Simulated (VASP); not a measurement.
# BIr3Br (Pm-3m) in VASP: a series of runs

The runs below take BIr3Br through single point, with PBEsol.

Everything below comes from runs of VASP 6.6.1. Logs are shortened: lines on timing, memory, paths and dates and some standing lists are left out, and cuts for length are marked.

### Step 1. The cell of the first run

Symmetry: Pm-3m, No. 221, cubic system. Conventional cell: a = 4.152 Å, b = 4.152 Å, c = 4.152 Å, α = 90.00°, β = 90.00°, γ = 90.00°. Within 2.7 Å of B (site symmetry m-3m) lie 6 Ir at 2.08 Å. Within 2.7 Å of Ir (site symmetry 4/mmm) lie 2 B at 2.08 Å. Within 3.9 Å of Br (site symmetry m-3m) lie 12 Ir at 2.94 Å and 8 B at 3.60 Å.

### Step 2. Single point, PBEsol

File INCAR:

```
ALGO = Normal
EDIFF = 1E-6
ENCUT = 520
GGA = PS
ISIF = 2
ISMEAR = 0
LASPH = T
LCHARG = T
LELF = T
LREAL = F
LVHAR = T
LWAVE = F
NBANDS = 26
NELM = 80
PREC = Accurate
SIGMA = 0.1175
```

File KPOINTS:

```
k-points
0
Gamma
  4 4 4
```

File POSCAR:

```
BIr3Br
1.0
    4.1523309557      0.0000000000      0.0000000000
    0.0000000000      4.1523309557      0.0000000000
    0.0000000000      0.0000000000      4.1523309557
B Ir Br
1 3 1
Direct
    0.5000000000      0.5000000000      0.5000000000
    0.0000000000      0.5000000000      0.5000000000
    0.5000000000      0.0000000000      0.5000000000
    0.5000000000      0.5000000000      0.0000000000
    0.0000000000      0.0000000000      0.0000000000
```

Potentials or basis: VASP PAW PBE potentials, release 64 (B, Ir, Br).

The run is started by

```sh
$ cat potpaw_PBE.64/B/POTCAR potpaw_PBE.64/Ir/POTCAR potpaw_PBE.64/Br/POTCAR > POTCAR
$ mpirun -np 1 vasp_std > vasp.out
```

OUTCAR:

```text
EDIFF = 1E-6
   ENCUT = 520
   GGA = PS
   ISIF = 2
   ISMEAR = 0
   LASPH = T
   LREAL = F
   NELM = 80
   PREC = Accurate

 ion  position               nearest neighbor table
   1  0.500  0.500  0.500-   2 2.08   3 2.08   4 2.08   4 2.08   3 2.08   2 2.08
   2  0.000  0.500  0.500-   1 2.08   1 2.08   4 2.94   5 2.94   4 2.94   5 2.94   3 2.94   5 2.94
                             5 2.94   3 2.94   3 2.94   4 2.94   4 2.94   3 2.94
   3  0.500  0.000  0.500-   1 2.08   1 2.08   4 2.94   5 2.94   4 2.94   5 2.94   2 2.94   2 2.94
                             4 2.94   4 2.94   2 2.94   5 2.94   5 2.94   2 2.94
   4  0.500  0.500  0.000-   1 2.08   1 2.08   3 2.94   5 2.94   2 2.94   2 2.94   3 2.94   3 2.94
                             5 2.94   3 2.94   2 2.94   5 2.94   2 2.94   5 2.94
   5  0.000  0.000  0.000-   2 2.94   3 2.94   4 2.94   2 2.94   3 2.94   2 2.94   4 2.94   2 2.94
                             3 2.94   4 2.94   3 2.94   4 2.94

  LATTYP: Found a simple cubic cell.
 ALAT       =     4.1523309557

  Lattice vectors:

 A1 = (   4.1523309557,   0.0000000000,   0.0000000000)
 A2 = (   0.0000000000,   4.1523309557,   0.0000000000)
 A3 = (   0.0000000000,   0.0000000000,   4.1523309557)

Analysis of symmetry for initial positions (statically):
=====================================================================
 Subroutine PRICEL returns:
 Original cell was already a primitive cell.

 Routine SETGRP: Setting up the symmetry group for a
 simple cubic supercell.

 Subroutine GETGRP returns: Found 48 space group operations
[... 9 lines left out ...]

 Routine SETGRP: Setting up the symmetry group for a
 simple cubic supercell.

 Subroutine GETGRP returns: Found 48 space group operations
[... 11 lines left out ...]
                                     Primitive cell

  volume of cell :      71.5939

  direct lattice vectors                    reciprocal lattice vectors
     4.152330956  0.000000000  0.000000000     0.240828588  0.000000000  0.000000000
     0.000000000  4.152330956  0.000000000     0.000000000  0.240828588  0.000000000
     0.000000000  0.000000000  4.152330956     0.000000000  0.000000000  0.240828588

  length of vectors
     4.152330956  4.152330956  4.152330956     0.240828588  0.240828588  0.240828588

  position of ions in fractional coordinates (direct lattice)
     0.500000000  0.500000000  0.500000000
     0.000000000  0.500000000  0.500000000
     0.500000000  0.000000000  0.500000000
     0.500000000  0.500000000  0.000000000
     0.000000000  0.000000000  0.000000000

  ion indices of the primitive-cell ions
   primitive index   ion index
                 1           1
[... 62 lines left out ...]
   LREAL  =      F    real-space projection
   EDIFFG = 0.1E-04   stopping-criterion for IOM
   NSW    =      0    number of steps for IOM
   IBRION =     -1    ionic relax: 0-MD 1-quasi-New 2-CG
   NFREE  =      0    steps in history (QN), initial steepest desc. (CG)
   ISIF   =      2    stress and relaxation
   ISYM   =      2    0-nonsym 1-usesym 2-fastsym
   POTIM  = 0.5000    time-step for ionic-motion
   TEBEG  =    0.0;   TEEND  =   0.0 temperature during run
   PSTRESS=    0.0 pullay stress
   NELECT =      37.0000    total number of electrons
   NUPDOWN=      -1.0000    fix difference up-down
   EMIN   =  10.00;   EMAX   =-10.00  energy-range for DOS
   EFERMI =   0.00;   METHOD = LEGACY
   ISMEAR =     0;   SIGMA  =   0.12  broadening in eV -4-tet -1-fermi 0-gaus
   EFERMI_NEDOS =   21; number of points for ismear=-14 and -15
   IALGO  =     38    algorithm
   IMIX   =      4    mixing-type and parameters
     AMIX     =   0.40;   BMIX     =  1.00
     AMIX_MAG =   1.60;   BMIX_MAG =  1.00
  volume/ion in A,a.u.               =      14.32        96.63
  Fermi-wavevector in a.u.,A,eV,Ry     =   1.313762  2.482651 23.483264  1.725971
  Thomas-Fermi vector in A             =   2.444062
   LORBIT       =      0    0 simple, 1 ext, 2 COOP (PROOUT), +10 PAW based schemes
   GGA     = PS    functional components
   LHFCALC =     F    Hartree Fock is set to
   AEXX    =    0.0000 exact exchange contribution
   IVDW    =     0    specifies the selected vdW correction
   LEPSILON=     F    determine dielectric tensor
   LRPA    =     F    only Hartree local field effects (RPA)
 non-spin polarized calculation
 Gauss-broadening in eV      SIGMA  =   0.12
  energy-cutoff  :      520.00
  volume of cell :       71.59
 maximum number of plane-waves:      1956
 NGX is ok and might be reduce to    32
   NGX = 15   NGY = 15   NGZ = 15

 number of electron      36.9999995 magnetization

 Free energy of the ion-electron system (eV)
  ---------------------------------------------------
  ext. energy  EPLUGINS =         0.00000000
  ---------------------------------------------------
  free energy    TOTEN  =       -34.13574616 eV

  energy without entropy =      -34.08760005  energy(sigma->0) =      -34.11167310

 E-fermi :   8.0626     XC(G=0): -12.8002

 val. band max:        8.0287078502   @ k =   0.2500   0.2500   0.0000
 cond. band min:       8.0831412191   @ k =   0.2500   0.0000   0.0000
 fundamental gap:      0.0544333689
 Fermi energy:         8.0625562956

 k-point     1 :       0.0000    0.0000    0.0000
  band No.  band energies     occupation
      1      -9.3275      2.00000
      2      -3.6131      2.00000
      3       2.8389      2.00000
      4       2.8389      2.00000
      5       2.8389      2.00000
      6       2.9309      2.00000
[... 279 lines left out ...]
     25      14.1013      0.00000
     26      14.1013      0.00000

------------------------ aborting loop because EDIFF is reached ----------------------------------------

  FORCE on cell =-STRESS in cart. coord.  units (eV):
  Direction    XX          YY          ZZ          XY          YZ          ZX
  --------------------------------------------------------------------------------------
  -------------------------------------------------------------------------------------
  Total        0.4045710      0.4045710      0.4045710      0.0000000     -0.0000000      0.0000000
  in kB        9.0537689      9.0537689      9.0537689      0.0000000     -0.0000000      0.0000000
  external PRESSURE =       9.0537689 kB  Pullay stress =       0.0000000 kB

 VOLUME and BASIS-vectors are now :
 -----------------------------------------------------------------------------
  energy-cutoff  :      520.00
  volume of cell :       71.59
      direct lattice vectors                 reciprocal lattice vectors
     4.152330956  0.000000000  0.000000000     0.240828588  0.000000000  0.000000000
     0.000000000  4.152330956  0.000000000     0.000000000  0.240828588  0.000000000
     0.000000000  0.000000000  4.152330956     0.000000000  0.000000000  0.240828588

 POSITION                                       TOTAL-FORCE (eV/Angst)
 -----------------------------------------------------------------------------------
      2.07617      2.07617      2.07617         0.000000      0.000000      0.000000
      0.00000      2.07617      2.07617         0.000000      0.000000      0.000000
      2.07617      0.00000      2.07617         0.000000      0.000000      0.000000
      2.07617      2.07617      0.00000         0.000000      0.000000      0.000000
      0.00000      0.00000      0.00000         0.000000      0.000000      0.000000
 -----------------------------------------------------------------------------------
    total drift:                                0.000000     -0.000000     -0.000000

  FREE ENERGIE OF THE ION-ELECTRON SYSTEM (eV)
  ---------------------------------------------------
  free  energy   TOTEN  =       -34.1357461583 eV

  energy  without entropy=      -34.0876000473  energy(sigma->0) =      -34.11167310
```

OSZICAR:

```text
N       E                     dE             d eps       ncg     rms          rms(c)
DAV:   1     0.344198500293E+03    0.34420E+03   -0.16661E+04   520   0.137E+03
DAV:   2    -0.128091056966E+02   -0.35701E+03   -0.33820E+03   520   0.391E+02
DAV:   3    -0.367099700731E+02   -0.23901E+02   -0.22484E+02   644   0.100E+02
DAV:   4    -0.375494567705E+02   -0.83949E+00   -0.83200E+00   594   0.198E+01
DAV:   5    -0.375706254887E+02   -0.21169E-01   -0.21125E-01   648   0.279E+00    0.363E+01
DAV:   6    -0.342308274373E+02    0.33398E+01   -0.10113E+01   730   0.233E+01    0.159E+01
DAV:   7    -0.341690443482E+02    0.61783E-01   -0.93389E-01   602   0.554E+00    0.889E+00
DAV:   8    -0.341400358575E+02    0.29008E-01   -0.11538E-01   624   0.288E+00    0.192E+00
DAV:   9    -0.341364242575E+02    0.36116E-02   -0.17146E-02   624   0.117E+00    0.703E-01
DAV:  10    -0.341357634549E+02    0.66080E-03   -0.22616E-03   634   0.302E-01    0.383E-01
DAV:  11    -0.341357773563E+02   -0.13901E-04   -0.18334E-04   578   0.900E-02    0.388E-01
DAV:  12    -0.341357747312E+02    0.26252E-05   -0.36210E-06   538   0.115E-02    0.384E-01
DAV:  13    -0.341359789095E+02   -0.20418E-03   -0.11734E-03   592   0.174E-01    0.256E-01
DAV:  14    -0.341363723553E+02   -0.39345E-03   -0.41730E-04   532   0.118E-01    0.700E-01
DAV:  15    -0.341357796087E+02    0.59275E-03   -0.75124E-04   560   0.142E-01    0.235E-01
DAV:  16    -0.341357485898E+02    0.31019E-04   -0.86176E-05   602   0.550E-02    0.636E-02
DAV:  17    -0.341357455322E+02    0.30576E-05   -0.16267E-06   354   0.814E-03    0.525E-02
DAV:  18    -0.341357461583E+02   -0.62613E-06   -0.45221E-07   284   0.480E-03
   1 F= -.34135746E+02 E0= -.34111673E+02  d E =-.481461E-01
```

Run time: 22 s. Hardware: 1 thread of Intel Xeon Platinum 8259CL at 2.50GHz (Skylake/Cascade Lake), shared host; peak memory 0.18 GiB.

Results:

| Property | Result |
| --- | --- |
| Free energy | -34.1357 eV |
| Pressure | 0.9 GPa |

Levels at points of the mesh, in eV from the Fermi level:
```tsv
k point	band 15	band 16	band 17	band 18	band 19	band 20	band 21	band 22
(0.00, 0.00, 0.00)	-1.31	-1.31	-0.61	-0.61	-0.61	0.66	0.74	0.74
(0.50, 0.00, 0.00)	-2.22	-1.43	-0.91	0.13	0.13	0.75	1.64	2.36
(0.50, 0.50, 0.00)	-1.64	-1.29	-0.75	0.06	0.06	0.77	1.62	2.83
(0.50, 0.50, 0.50)	-2.70	-0.95	-0.95	0.47	0.47	0.47	2.76	2.76
```

Caveat: the k points lie up to 0.38 Å⁻¹ apart; the PAW data sets were made with another functional, which shifts forces and pressure a little; spin-orbit coupling is left out, which moves the levels of the heavy elements; an odd number of electrons without spin polarisation forces a metal; a magnetic or distorted state may lie lower.

### Step 3. Single point, PBEsol

This run uses another cell than the first one, of 14.38 Å³/atom, 1.004 times its volume.

File INCAR:

```
SYSTEM = BIr3Br
  PREC = Accurate
  ENCUT = 520
  EDIFF = 1E-6
  ISMEAR = 0
  SIGMA = 0.1175
  LREAL = .False.
  LASPH = .True.
  NELM = 100
  ALGO = Normal
  ISIF = 2
  LWAVE = .False.
  LCHARG = .True.
  GGA = PS
  LELF = .True.
  LVHAR = .True.
  NBANDS = 26
```

File KPOINTS:

```
Automatic mesh
0
Gamma
  4 4 4
  0.5 0.5 0.5
```

Edit POSCAR of step 2 so:

```diff
@@ -2,5 +2,5 @@
 1.0
-    4.1523309557      0.0000000000      0.0000000000
-    0.0000000000      4.1523309557      0.0000000000
-    0.0000000000      0.0000000000      4.1523309557
+    4.1582851684      0.0000000000      0.0000000000
+    0.0000000000      4.1582851684      0.0000000000
+    0.0000000000      0.0000000000      4.1582851684
 B Ir Br
```

Potentials or basis: VASP PAW PBE potentials, release 64 (B, Ir, Br).

The run is started by

```sh
$ cat potpaw_PBE.64/B/POTCAR potpaw_PBE.64/Ir/POTCAR potpaw_PBE.64/Br/POTCAR > POTCAR
$ mpirun -np 1 vasp_std > vasp.out
```

Wall time 12 s (1 thread of Intel Xeon Platinum 8259CL at 2.50GHz (Skylake/Cascade Lake), shared host); peak memory 0.17 GiB.

It converged, with:

| Quantity | Value |
| --- | --- |
| Free energy | -33.9752 eV |
| Pressure | 1.0 GPa |

Levels at points of the mesh, in eV from the Fermi level:
| k point | band 16 | band 17 | band 18 | band 19 | band 20 | band 21 | band 22 | band 23 |
| --- | --- | --- | --- | --- | --- | --- | --- | --- |
| (0.12, 0.12, 0.12) | -1.14 | -0.41 | -0.41 | -0.25 | -0.04 | 0.68 | 1.83 | 1.83 |

Caveat: the k points lie up to 0.38 Å⁻¹ apart; the PAW data sets were made with another functional, which shifts forces and pressure a little; spin-orbit coupling is left out, which moves the levels of the heavy elements; an odd number of electrons without spin polarisation forces a metal; a magnetic or distorted state may lie lower.

### Step 4. Single point, PBEsol

File INCAR:

```
SYSTEM = BIr3Br
PREC = Accurate
ENCUT = 520
EDIFF = 1E-6
ISMEAR = 0
SIGMA = 0.1175
LREAL = .False.
LASPH = .True.
NELM = 100
ALGO = Normal
ISIF = 2
LWAVE = .False.
LCHARG = .True.
GGA = PS
LELF = .True.
LVHAR = .True.
NBANDS = 26
```

File KPOINTS:

```
Automatic mesh
0
Gamma
  4 4 4
  0 0 0
```

Edit POSCAR of step 3 so:

```diff
@@ -2,5 +2,5 @@
 1.0
-    4.1582851684      0.0000000000      0.0000000000
-    0.0000000000      4.1582851684      0.0000000000
-    0.0000000000      0.0000000000      4.1582851684
+    4.1523305714      0.0000000000      0.0000000000
+    0.0000000000      4.1523305714      0.0000000000
+    0.0000000000      0.0000000000      4.1523305714
 B Ir Br
```

Potentials or basis: VASP PAW PBE potentials, release 64 (B, Ir, Br).

The run is started by

```sh
$ cat potpaw_PBE.64/B/POTCAR potpaw_PBE.64/Ir/POTCAR potpaw_PBE.64/Br/POTCAR > POTCAR
$ mpirun -np 1 vasp_std > vasp.out
```

OUTCAR:

```text
SYSTEM = BIr3Br
   PREC = Accurate
   ENCUT = 520
   EDIFF = 1E-6
   ISMEAR = 0
   LREAL = .False.
   LASPH = .True.
   NELM = 100
   ISIF = 2
   GGA = PS

 ion  position               nearest neighbor table
   1  0.500  0.500  0.500-   2 2.08   3 2.08   4 2.08   4 2.08   3 2.08   2 2.08
   2  0.000  0.500  0.500-   1 2.08   1 2.08   4 2.94   5 2.94   4 2.94   5 2.94   3 2.94   5 2.94
                             5 2.94   3 2.94   3 2.94   4 2.94   4 2.94   3 2.94
   3  0.500  0.000  0.500-   1 2.08   1 2.08   4 2.94   5 2.94   4 2.94   5 2.94   2 2.94   2 2.94
                             4 2.94   4 2.94   2 2.94   5 2.94   5 2.94   2 2.94
   4  0.500  0.500  0.000-   1 2.08   1 2.08   3 2.94   5 2.94   2 2.94   2 2.94   3 2.94   3 2.94
                             5 2.94   3 2.94   2 2.94   5 2.94   2 2.94   5 2.94
   5  0.000  0.000  0.000-   2 2.94   3 2.94   4 2.94   2 2.94   3 2.94   2 2.94   4 2.94   2 2.94
                             3 2.94   4 2.94   3 2.94   4 2.94

  LATTYP: Found a simple cubic cell.
 ALAT       =     4.1523305714

  Lattice vectors:

 A1 = (   4.1523305714,   0.0000000000,   0.0000000000)
 A2 = (   0.0000000000,   4.1523305714,   0.0000000000)
 A3 = (   0.0000000000,   0.0000000000,   4.1523305714)

Analysis of symmetry for initial positions (statically):
[... 169 lines left out ...]
 fundamental gap:      0.0544333408
 Fermi energy:         8.0625604554

 k-point     1 :       0.0000    0.0000    0.0000
  band No.  band energies     occupation
      1      -9.3275      2.00000
      2      -3.6131      2.00000
      3       2.8389      2.00000
      4       2.8389      2.00000
      5       2.8389      2.00000
      6       2.9309      2.00000
[... 279 lines left out ...]
     25      14.1013      0.00000
     26      14.1013      0.00000

------------------------ aborting loop because EDIFF is reached ----------------------------------------

  FORCE on cell =-STRESS in cart. coord.  units (eV):
  Direction    XX          YY          ZZ          XY          YZ          ZX
  --------------------------------------------------------------------------------------
  -------------------------------------------------------------------------------------
  Total        0.4045999      0.4045999      0.4045999      0.0000000      0.0000000     -0.0000000
  in kB        9.0544185      9.0544185      9.0544185      0.0000000      0.0000000     -0.0000000
  external PRESSURE =       9.0544185 kB  Pullay stress =       0.0000000 kB

 VOLUME and BASIS-vectors are now :
 -----------------------------------------------------------------------------
  energy-cutoff  :      520.00
  volume of cell :       71.59
      direct lattice vectors                 reciprocal lattice vectors
     4.152330571  0.000000000  0.000000000     0.240828610  0.000000000  0.000000000
     0.000000000  4.152330571  0.000000000     0.000000000  0.240828610  0.000000000
     0.000000000  0.000000000  4.152330571     0.000000000  0.000000000  0.240828610

 POSITION                                       TOTAL-FORCE (eV/Angst)
 -----------------------------------------------------------------------------------
      2.07617      2.07617      2.07617         0.000000      0.000000      0.000000
      0.00000      2.07617      2.07617         0.000000      0.000000      0.000000
      2.07617      0.00000      2.07617         0.000000      0.000000      0.000000
      2.07617      2.07617      0.00000         0.000000      0.000000      0.000000
      0.00000      0.00000      0.00000         0.000000      0.000000      0.000000
 -----------------------------------------------------------------------------------
    total drift:                               -0.000000     -0.000000     -0.000000

  FREE ENERGIE OF THE ION-ELECTRON SYSTEM (eV)
  ---------------------------------------------------
  free  energy   TOTEN  =       -34.1357460369 eV

  energy  without entropy=      -34.0875999502  energy(sigma->0) =      -34.11167299
```

OSZICAR:

```text
N       E                     dE             d eps       ncg     rms          rms(c)
DAV:   1     0.344198581084E+03    0.34420E+03   -0.16661E+04   520   0.137E+03
DAV:   2    -0.128091035769E+02   -0.35701E+03   -0.33820E+03   520   0.391E+02
DAV:   3    -0.367099709063E+02   -0.23901E+02   -0.22484E+02   644   0.100E+02
DAV:   4    -0.375494574845E+02   -0.83949E+00   -0.83200E+00   594   0.198E+01
DAV:   5    -0.375706261924E+02   -0.21169E-01   -0.21125E-01   648   0.279E+00    0.363E+01
DAV:   6    -0.342308273657E+02    0.33398E+01   -0.10113E+01   730   0.233E+01    0.159E+01
DAV:   7    -0.341690442251E+02    0.61783E-01   -0.93390E-01   602   0.554E+00    0.889E+00
DAV:   8    -0.341400357324E+02    0.29008E-01   -0.11538E-01   624   0.288E+00    0.192E+00
DAV:   9    -0.341364241343E+02    0.36116E-02   -0.17146E-02   624   0.117E+00    0.703E-01
DAV:  10    -0.341357633330E+02    0.66080E-03   -0.22616E-03   634   0.302E-01    0.383E-01
DAV:  11    -0.341357772338E+02   -0.13901E-04   -0.18334E-04   578   0.900E-02    0.388E-01
DAV:  12    -0.341357746090E+02    0.26249E-05   -0.36210E-06   538   0.115E-02    0.384E-01
DAV:  13    -0.341359787918E+02   -0.20418E-03   -0.11734E-03   592   0.174E-01    0.256E-01
DAV:  14    -0.341363722284E+02   -0.39344E-03   -0.41728E-04   532   0.118E-01    0.700E-01
DAV:  15    -0.341357794865E+02    0.59274E-03   -0.75123E-04   560   0.142E-01    0.235E-01
DAV:  16    -0.341357484691E+02    0.31017E-04   -0.86174E-05   602   0.550E-02    0.636E-02
DAV:  17    -0.341357454116E+02    0.30575E-05   -0.16268E-06   354   0.814E-03    0.525E-02
DAV:  18    -0.341357460369E+02   -0.62528E-06   -0.45220E-07   284   0.480E-03
   1 F= -.34135746E+02 E0= -.34111673E+02  d E =-.481461E-01
```

stdout:

```text
POSCAR found type information on POSCAR B IrBr
 POSCAR found :  3 types and       5 ions
 scaLAPACK will be used
 -----------------------------------------------------------------------------
|                                                                             |
|                                                                             |
|     You enforced a specific xc type in the INCAR file but a different       |
|     I HOPE YOU KNOW WHAT YOU ARE DOING!                                     |
|                                                                             |
 -----------------------------------------------------------------------------

 LDA part: xc-table for (Slater+PW92), standard interpolation
 POSCAR, INCAR and KPOINTS ok, starting setup
 FFT: planning ... GRIDC
 FFT: planning ... GRID_SOFT
 FFT: planning ... GRID
 WAVECAR not read
 entering main loop
```

Wall time 22 s (1 thread of Intel Xeon Platinum 8259CL at 2.50GHz (Skylake/Cascade Lake), shared host); peak memory 0.18 GiB.

What came out:

| Quantity | Value |
| --- | --- |
| Free energy | -34.1357 eV |
| Pressure | 0.9 GPa |

Caveat: the k points lie up to 0.38 Å⁻¹ apart; the PAW data sets were made with another functional, which shifts forces and pressure a little; spin-orbit coupling is left out, which moves the levels of the heavy elements; an odd number of electrons without spin polarisation forces a metal; a magnetic or distorted state may lie lower.
